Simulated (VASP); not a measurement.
Input of a VASP 6.6.1 run:

The input INCAR:

```
  PREC = Accurate
  ENCUT = 600
  EDIFF = 1E-6
  ISMEAR = 0
  SIGMA = 0.2
  LREAL = False
  LASPH = True
  NELM = 120
  ALGO = Normal
  ISIF = 2
  LWAVE = False
  LCHARG = False
  GGA = PE
  NBANDS = 20
  GGA_COMPAT = False
```

Contents of KPOINTS:

```
regular mesh
0
Gamma
  5 5 5
```

The input POSCAR:

```
B6C
1.0
   -2.0070669588      2.0070669588      2.9005974605
    2.0070669588     -2.0070669588      2.9005974605
    2.0070669588      2.0070669588     -2.9005974605
B C
6 1
Direct
    0.7166940510      0.7166940510      0.4333881020
    0.2833059490      0.2833059490      0.5666118980
    0.7166940510      0.2833059490      0.0000000000
    0.2833059490      0.7166940510      0.0000000000
    0.7500000000      0.2500000000      0.5000000000
    0.2500000000      0.7500000000      0.5000000000
    0.0000000000      0.0000000000      0.0000000000
```

Potentials or basis: VASP PAW PBE potentials, release 64 (B, C).

Run with:

```sh
$ cat potpaw_PBE.64/B/POTCAR potpaw_PBE.64/C/POTCAR > POTCAR
$ mpirun -np 1 vasp_std > vasp.out
```

Task: What does it give for the band gap on the k mesh?

Result: Zero (bands 11 and 12 overlap by 2.68 eV).

Task: Estimate the pressure.

Result: -0.1 GPa.

Stress tensor (GPa, compression positive):
```
-0.04  0.00  0.00
 0.00 -0.04  0.00
 0.00  0.00 -0.13
```

Caveat: the k points lie up to 0.38 Å⁻¹ apart, too coarse for converged energies and pressures of a metal.
